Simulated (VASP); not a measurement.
**ZnS: single point with PBEsol**

Crystal: ZnS.

```
Zn S
1.0
     3.78158    0.00000    0.00000
    -1.89079    3.27494    0.00000
     0.00000    0.00000    6.20896
Zn S
2 2
Direct
  0.33333 0.66667 0.00544
  0.66667 0.33333 0.50544
  0.33333 0.66667 0.37956
  0.66667 0.33333 0.87956
```

* Program: VASP 6.6.1
* Task: single point
* Functional: PBEsol
* Potentials or basis: VASP PAW PBE potentials, release 64 (Zn, S)
* Cutoff: 520 eV
* k mesh: 10 × 10 × 6
* Occupations: fermi-dirac, width 0.05 eV
* Spin: no spin polarisation

The pressure is 0.2 GPa. The band gap on the k mesh is 2.16 eV, direct.

Levels at points of the mesh, in eV from the valence-band top:
| k point | band 15 | band 16 | band 17 | band 18 | band 19 | band 20 | band 21 | band 22 |
| --- | --- | --- | --- | --- | --- | --- | --- | --- |
| (0.00, 0.00, 0.00) | -0.94 | -0.09 | 0.00 | 0.00 | 2.16 | 3.03 | 6.21 | 6.21 |
| (0.50, 0.00, 0.00) | -3.43 | -2.35 | -1.80 | -0.93 | 3.52 | 4.20 | 4.96 | 6.80 |
| (0.00, 0.00, 0.50) | -0.49 | -0.49 | -0.49 | -0.49 | 3.51 | 3.51 | 6.67 | 6.67 |
| (0.50, 0.00, 0.50) | -1.72 | -1.72 | -1.69 | -1.69 | 3.41 | 3.41 | 5.10 | 5.10 |

Wall time 96 s on 1 thread of Intel(R) Xeon(R) Platinum 8259CL CPU @ 2.50GHz (Skylake/Cascade Lake), on a shared host, peak memory 0.24 GiB.

Caveat: the PAW data sets were made with another functional, which shifts forces and pressure a little. Expect the measured gap to be larger: semilocal functionals such as PBEsol lack the derivative discontinuity.
